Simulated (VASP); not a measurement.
A run of VASP 6.6.1 is set up as follows.

Contents of INCAR:

```
PREC     = Accurate       # precision mode
ENCUT    = 520            # plane-wave cutoff, eV
EDIFF    = 1E-6           # SCF threshold, eV
ISMEAR   = -1             # smearing method
SIGMA    = 0.05           # smearing width, eV
LREAL    = False          # projectors in reciprocal space
LASPH    = True           # aspherical terms in the spheres
NELM     = 150            # most SCF steps
ALGO     = Fast           # electronic algorithm
ISIF     = 2              # what is computed and relaxed
LWAVE    = False          # write WAVECAR
LCHARG   = True           # write CHGCAR
MAGMOM   = 0 0 0 0 0 0    # initial moments
LORBIT   = 11             # projections on sites
LSORBIT  = True           # spin-orbit coupling
GGA_COMPAT= False        
LORBMOM  = True         
LMAXMIX  = 4              # l up to which the mixer works
GGA      = PS             # functional
LVHAR    = True         
NBANDS   = 28             # bands
```

The input KPOINTS:

```
regular mesh
0
Gamma
  8 8 5
```

File POSCAR:

```
Os
1.0
    2.7341000000      0.0000000000      0.0000000000
   -1.3670500000      2.3678000565      0.0000000000
    0.0000000000      0.0000000000      4.3197000000
Os
2
Direct
    0.6666666667      0.3333333333      0.7500000000
    0.3333333333      0.6666666667      0.2500000000
```

Potentials or basis: VASP PAW PBE potentials, release 64 (Os).

Command:

```console
$ cat potpaw_PBE.64/Os/POTCAR > POTCAR
$ mpirun -np 1 vasp_ncl > vasp.out
```

Task: Estimate the net moment.

Result: 0.00 μB per cell.

Task: Estimate the pressure.

Result: -2.6 GPa.

Stress tensor (GPa, compression positive):
```
-2.38  0.00  0.00
 0.00 -2.38  0.00
 0.00  0.00 -3.11
```

Caveat: the PAW data sets were made with another functional, which shifts forces and pressure a little.
